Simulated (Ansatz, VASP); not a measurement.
## Two plane-wave programs on CdSiN2

The input POSCAR:

```
CdSiN2
1.0
    3.0581408269      0.0000000000      0.0000000000
    0.0000000000      3.0581408269      0.0000000000
    0.0000000000      0.0000000000     10.2116679123
Cd N Si
2 4 2
Direct
    0.5000000000      0.0000000000      0.8616232094
    0.0000000000      0.5000000000      0.1383767906
    0.5000000000      0.5000000000      0.0000000000
    0.0000000000      0.0000000000      0.3247102099
    0.5000000000      0.5000000000      0.5000000000
    0.0000000000      0.0000000000      0.6752897901
    0.5000000000      0.0000000000      0.3956755403
    0.0000000000      0.5000000000      0.6043244597
```

File INCAR.step1:

```
ALGO = Normal ; EDIFF = 1E-5
ENCUT = 770 ; GGA = PE
GGA_COMPAT = F ; ISMEAR = -1
LASPH = T ; LCHARG = F
LREAL = F ; LWAVE = T
NBANDS = 44 ; NELM = 120
PREC = Accurate ; SIGMA = 0.02
```

Contents of INCAR.step2:

```
ALGO = Normal ; EDIFF = 1E-6
ENCUT = 770 ; GGA_COMPAT = F
ISIF = 2 ; ISMEAR = -1
ISTART = 1 ; LASPH = T
LCHARG = T ; LELF = T
LMIXTAU = T ; LREAL = F
LVHAR = T ; LWAVE = F
METAGGA = R2SCAN ; NBANDS = 44
NELM = 120 ; PREC = Accurate
SIGMA = 0.02
```

KPOINTS

```
k-points
0
Gamma
  8 8 2
```

Input for Ansatz:

```yaml
crystal:
  lattice:
    - [3.0581408269, 0.0, 0.0]
    - [0.0, 3.0581408269, 0.0]
    - [0.0, 0.0, 10.2116679123]
  atoms:
    - { symbol: Cd, position: [0.5, 0.0, 0.8616232094] }
    - { symbol: "N", position: [0.5, 0.5, 0.0] }
    - { symbol: Cd, position: [0.0, 0.5, 0.1383767906] }
    - { symbol: "N", position: [0.0, 0.0, 0.3247102099] }
    - { symbol: Si, position: [0.5, 0.0, 0.3956755403] }
    - { symbol: "N", position: [0.5, 0.5, 0.5] }
    - { symbol: Si, position: [0.0, 0.5, 0.6043244597] }
    - { symbol: "N", position: [0.0, 0.0, 0.6752897901] }
kpoints:
  mp_grid: { grid: [8, 8, 2] }
hamiltonian:
  xc: r2scan
scf:
  occupations: { method: fermi_dirac, width: 0.02 }
  n_extra_bands: 6
output:
  forces: true
  stress: true
  eigenvalues: true
```

Alike in both runs: task single point; functional r2SCAN; k mesh 8 × 8 × 2; occupations fermi-dirac, width 0.02 eV; no spin polarisation.

|  | VASP | Ansatz |
| --- | --- | --- |
| version | VASP 6.6.1 | Ansatz 0.2.0 |
| potentials or method | VASP PAW PBE potentials, release 64 (Cd_sv_GW, N, Si) | plane waves, PAW |
| plane-wave cutoff (eV) | 770 | 500 |
| valence electrons in the cell | 68 | 68 |

|  | VASP | Ansatz | Ansatz less VASP |
| --- | --- | --- | --- |
| pressure (GPa) | 5.7 | 5.8 | +0.11 |
| rms of the force components (eV/Å) | 0.101 | 0.102 | +0.0002 |

VASP's potentials were made for PBE, not for r2SCAN.
